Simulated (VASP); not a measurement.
# WS2 (Tungstenite) (P6_3/mmc) in VASP: a series of runs, part 2 of 2

VASP 6.6.1. Earlier steps stand in the parts before.

### 5 Single point, BLYP+D4

This run uses another cell than the first one, of 17.64 Å³/atom, 0.967 times its volume.

The input, INCAR:

```
AGGAC    = 1.0          
AGGAX    = 1.0          
ALDAC    = 0.0          
ALDAX    = 1.0          
ALGO     = Normal         # electronic algorithm
EDIFF    = 1E-6           # SCF threshold, eV
ENCUT    = 520            # plane-wave cutoff, eV
GGA      = B5             # functional
ISIF     = 2              # what is computed and relaxed
ISMEAR   = -1             # smearing method
IVDW     = 13             # dispersion correction
LASPH    = T              # aspherical terms in the spheres
LCHARG   = F              # write CHGCAR
LREAL    = F              # projectors in reciprocal space
LWAVE    = F              # write WAVECAR
NBANDS   = 35             # bands
NELM     = 60             # most SCF steps
PREC     = Accurate       # precision mode
SIGMA    = 0.05           # smearing width, eV
VDW_A1   = 0.44488865   
VDW_A2   = 4.0933009    
VDW_S6   = 1.0          
VDW_S8   = 2.34076671
```

The input, KPOINTS:

```
k-points
0
Gamma
  10 10 3
```

The input, POSCAR:

```
WS2
1.0
    3.1933967044      0.0000000000      0.0000000000
   -1.5966983522      2.7655626704      0.0000000000
    0.0000000000      0.0000000000     11.9822647084
W S
2 4
Direct
    0.6666666667      0.3333333333      0.7500000000
    0.3333333333      0.6666666667      0.2500000000
    0.6666666667      0.3333333333      0.3815995703
    0.3333333333      0.6666666667      0.8815995703
    0.6666666667      0.3333333333      0.1184004297
    0.3333333333      0.6666666667      0.6184004297
```

Potentials or basis: VASP PAW PBE potentials, release 64 (W_sv, S).

On the command line:

```sh
cat potpaw_PBE.64/W_sv/POTCAR potpaw_PBE.64/S/POTCAR > POTCAR
mpirun -np 1 vasp_std > vasp.out
```

OUTCAR:

```text
EDIFF = 1E-6
   ENCUT = 520
   GGA = B5
   ISIF = 2
   ISMEAR = -1
   IVDW = 13
   LASPH = T
   LREAL = F
   NELM = 60
   PREC = Accurate

 ion  position               nearest neighbor table
   1  0.667  0.333  0.750-   4 2.43   6 2.43   4 2.43   6 2.43   4 2.43   6 2.43
   2  0.333  0.667  0.250-   3 2.43   5 2.43   3 2.43   5 2.43   3 2.43   5 2.43
   3  0.667  0.333  0.382-   2 2.43   2 2.43   2 2.43
[... 1127 lines left out ...]
  --------------------------------------------------------------------------------------
  -------------------------------------------------------------------------------------
  Total       0.21596     0.21596     0.19804    -0.00000     0.00000     0.00000
  in kB       3.26964     3.26964     2.99834    -0.00000     0.00000     0.00000
  external pressure =        3.18 kB  Pullay stress =        0.00 kB

 VOLUME and BASIS-vectors are now :
 -----------------------------------------------------------------------------
  energy-cutoff  :      520.00
  volume of cell :      105.82
      direct lattice vectors                 reciprocal lattice vectors
     3.193396704  0.000000000  0.000000000     0.313146187  0.180795035  0.000000000
    -1.596698352  2.765562670  0.000000000     0.000000000  0.361590070  0.000000000
     0.000000000  0.000000000 11.982264708     0.000000000  0.000000000  0.083456677

 POSITION                                       TOTAL-FORCE (eV/Angst)
 -----------------------------------------------------------------------------------
      1.59670      0.92185      8.98670         0.000000      0.000000      0.000000
     -0.00000      1.84371      2.99557        -0.000000     -0.000000      0.000000
      1.59670      0.92185      4.57243         0.000000      0.000000      0.030070
     -0.00000      1.84371     10.56356        -0.000000      0.000000      0.030070
      1.59670      0.92185      1.41871         0.000000      0.000000     -0.030070
     -0.00000      1.84371      7.40984        -0.000000     -0.000000     -0.030070
 -----------------------------------------------------------------------------------
    total drift:                               -0.000000      0.000000     -0.000000

  FREE ENERGIE OF THE ION-ELECTRON SYSTEM (eV)
  ---------------------------------------------------
  free  energy   TOTEN  =       -46.6688058865 eV

  energy  without entropy=      -46.6688032526  energy(sigma->0) =      -46.66880457
```

OSZICAR:

```text
N       E                     dE             d eps       ncg     rms          rms(c)
DAV:   1     0.521345818298E+03    0.52135E+03   -0.28508E+04  2136   0.148E+03
DAV:   2    -0.106686843115E+02   -0.53201E+03   -0.51481E+03  2212   0.410E+02
DAV:   3    -0.439216630715E+02   -0.33253E+02   -0.32659E+02  2472   0.976E+01
DAV:   4    -0.447470221635E+02   -0.82536E+00   -0.82043E+00  2356   0.157E+01
DAV:   5    -0.447631822935E+02   -0.16160E-01   -0.16149E-01  2362   0.238E+00    0.353E+01
DAV:   6    -0.419558724199E+02    0.28073E+01   -0.10966E+01  2213   0.219E+01    0.154E+01
DAV:   7    -0.416902612327E+02    0.26561E+00   -0.33147E+00  2104   0.101E+01    0.721E+00
DAV:   8    -0.415267351730E+02    0.16353E+00   -0.42398E-01  2220   0.461E+00    0.247E+00
DAV:   9    -0.415325763959E+02   -0.58412E-02   -0.61567E-02  2318   0.130E+00    0.131E+00
DAV:  10    -0.415297676391E+02    0.28088E-02   -0.36914E-02  2271   0.121E+00    0.581E-01
DAV:  11    -0.415286039002E+02    0.11637E-02   -0.70271E-03  2168   0.516E-01    0.182E-01
DAV:  12    -0.415285699242E+02    0.33976E-04   -0.29855E-04  2224   0.856E-02    0.870E-02
DAV:  13    -0.415285685442E+02    0.13800E-05   -0.38113E-05  2282   0.373E-02    0.417E-02
DAV:  14    -0.415285655358E+02    0.30084E-05   -0.16142E-05  2285   0.244E-02    0.335E-02
DAV:  15    -0.415285641580E+02    0.13778E-05   -0.29299E-06  1639   0.122E-02    0.166E-02
DAV:  16    -0.415285640408E+02    0.11716E-06   -0.10234E-06  1214   0.452E-03
   1 F= -.46668806E+02 E0= -.46668805E+02  d E =-.263395E-05
```

stdout:

```text
POSCAR found type information on POSCAR W S
 POSCAR found :  2 types and       6 ions
 scaLAPACK will be used
 -----------------------------------------------------------------------------
|                                                                             |
|                                                                             |
|     You enforced a specific xc type in the INCAR file but a different       |
|     I HOPE YOU KNOW WHAT YOU ARE DOING!                                     |
|                                                                             |
 -----------------------------------------------------------------------------

 LDA part: xc-table for (Slater(with rela. corr.)+VWN5), standard interpolation
 POSCAR, INCAR and KPOINTS ok, starting setup
 FFT: planning ... GRIDC
 FFT: planning ... GRID_SOFT
 FFT: planning ... GRID
 WAVECAR not read
 entering main loop
```

Run time: 85 s. Hardware: 1 thread of Intel Xeon 6975P-C (Granite Rapids), shared host; peak memory 0.26 GiB.

What came out:

```
Free energy                : -46.6688 eV
Pressure                   : 0.3 GPa
Largest force              : 0.030 eV/Å
Band gap on the k mesh     : 0.92 eV, indirect (least direct gap 2.02 eV)
Dispersion energy per atom : -0.857 eV
```

Forces on the atoms (eV/Å):
```
W    0.000  0.000  0.000
W    0.000  0.000  0.000
S    0.000  0.000  0.030
S    0.000  0.000  0.030
S    0.000  0.000 -0.030
S    0.000  0.000 -0.030
```

Caveat: the PAW data sets were made with another functional, which shifts forces and pressure a little; spin-orbit coupling is left out, which moves the levels of the heavy elements. A k mesh can miss the band edges.

### 6 Single point, revPBE

The input, INCAR:

```
PREC = Accurate
ENCUT = 520
EDIFF = 1E-6
ISMEAR = -1
SIGMA = 0.05
LREAL = F
LASPH = T
NELM = 60
ALGO = Normal
ISIF = 2
LWAVE = F
LCHARG = T
GGA = RE
LELF = T
LVHAR = T
NBANDS = 35
```

The input, KPOINTS:

```
regular mesh
0
Gamma
  10 10 3
```

The input, POSCAR:

```
WS2
1.0
    3.1800000000      0.0000000000      0.0000000000
   -1.5900000000      2.7539607840      0.0000000000
    0.0000000000      0.0000000000     12.5000000000
W S
2 4
Direct
    0.6666666667      0.3333333333      0.7500000000
    0.3333333333      0.6666666667      0.2500000000
    0.6666666667      0.3333333333      0.3750000000
    0.3333333333      0.6666666667      0.8750000000
    0.6666666667      0.3333333333      0.1250000000
    0.3333333333      0.6666666667      0.6250000000
```

Potentials or basis: VASP PAW PBE potentials, release 64 (W_sv, S).

On the command line:

```sh
cat potpaw_PBE.64/W_sv/POTCAR potpaw_PBE.64/S/POTCAR > POTCAR
mpirun -np 1 vasp_std > vasp.out
```

Wall time 68 s (1 thread of Intel Xeon 6975P-C (Granite Rapids), shared host); peak memory 0.27 GiB.

The run converged. Its results:

```yaml
Free_energy: -45.1048 eV
Pressure: 4.1 GPa
Largest_force: 0.179 eV/Å
Band_gap_on_the_k_mesh: 1.18 eV, indirect (least direct gap 2.09 eV)
```

Forces on the atoms (eV/Å):
```
W    0.000  0.000  0.000
W    0.000  0.000  0.000
S    0.000  0.000  0.179
S    0.000  0.000  0.179
S    0.000  0.000 -0.179
S    0.000  0.000 -0.179
```

Stress tensor (GPa, compression positive):
```
3.50 0.00 0.00
0.00 3.50 0.00
0.00 0.00 5.43
```

Levels at points of the mesh, in eV from the valence-band top:
| k point | band 24 | band 25 | band 26 | band 27 | band 28 | band 29 |
| --- | --- | --- | --- | --- | --- | --- |
| (0.00, 0.00, 0.00) | -1.58 | -1.05 | 0.00 | 2.26 | 2.26 | 2.27 |
| (0.50, 0.00, 0.00) | -1.85 | -1.66 | -1.50 | 2.23 | 2.27 | 2.61 |

Caveat: the PAW data sets were made with another functional, which shifts forces and pressure a little; spin-orbit coupling is left out, which moves the levels of the heavy elements; this functional lacks dispersion, which binds the layers, so the pressure and a relaxed spacing across them are unreliable.

### 7 Overview

```csv
level,potentials or basis,cell,gap on the mesh (eV),pressure (GPa),largest force (eV/Å)
PBEsol,"VASP PAW PBE potentials, release 64 (W_sv, S)","a = 3.180, b = 3.180, c = 12.500 Å, angles 90.0, 90.0, 120.0°, 6 atoms",1.09,-2.6,0.13
LDA,"VASP PAW LDA potentials, release 64 (W_sv, S)","a = 3.127, b = 3.127, c = 12.159 Å, angles 90.0, 90.0, 120.0°, 6 atoms",0.92,0.4,0.05
BLYP+D3(BJ),"VASP PAW PBE potentials, release 64 (W_sv, S)","a = 3.181, b = 3.181, c = 11.830 Å, angles 90.0, 90.0, 120.0°, 6 atoms",0.85,0.3,0.04
BLYP+D4,"VASP PAW PBE potentials, release 64 (W_sv, S)","a = 3.193, b = 3.193, c = 11.982 Å, angles 90.0, 90.0, 120.0°, 6 atoms",0.92,0.3,0.03
revPBE,"VASP PAW PBE potentials, release 64 (W_sv, S)","a = 3.180, b = 3.180, c = 12.500 Å, angles 90.0, 90.0, 120.0°, 6 atoms",1.18,4.1,0.18
```

Alike in all rows: task single point; no spin polarisation; k mesh 10 × 10 × 3; cutoff (eV) 520; smearing fermi-dirac 0.05 eV.

Caveats: spin-orbit coupling is left out, which moves the levels of the heavy elements; the PAW data sets were made with another functional, which shifts forces and pressure a little (some runs); this functional lacks dispersion, which binds the layers, so the pressure and a relaxed spacing across them are unreliable (some runs).

Absolute energies hang on the potentials; compare differences alone.
